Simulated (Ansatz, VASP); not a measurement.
## One calculation of Cs, two programs

```
Cs
1.0
     0.00000    3.81609    3.81609
     3.81609    0.00000    3.81609
     3.81609    3.81609    0.00000
Cs
1
Cartesian
  0.0000 0.0000 0.0000
```

Alike in both runs: functional PBE; dispersion D3(BJ); k mesh 10 × 10 × 10; occupations gaussian, width 0.1 eV; no spin polarisation.

Ansatz relaxed the structure, and its values are those at the end. VASP's run is a single point on that final structure, the one shown.

```csv
,VASP,Ansatz
version,VASP 6.6.1,Ansatz 0.2.0
potentials or method,"VASP PAW PBE potentials, release 64 (Cs_sv), cutoff 520 eV","scalar-relativistic, plane waves, PAW"
valence electrons in the cell,9,9
```

|  | VASP | Ansatz | Ansatz less VASP |
| --- | --- | --- | --- |
| gap on the k mesh at the Fermi level (eV) | none | none | - |
| pressure (GPa) | 0.0 | 0.0 | +0.01 |

A gap of «none» marks a metal or a gap that the smearing closes.

Spin-orbit coupling is off throughout.
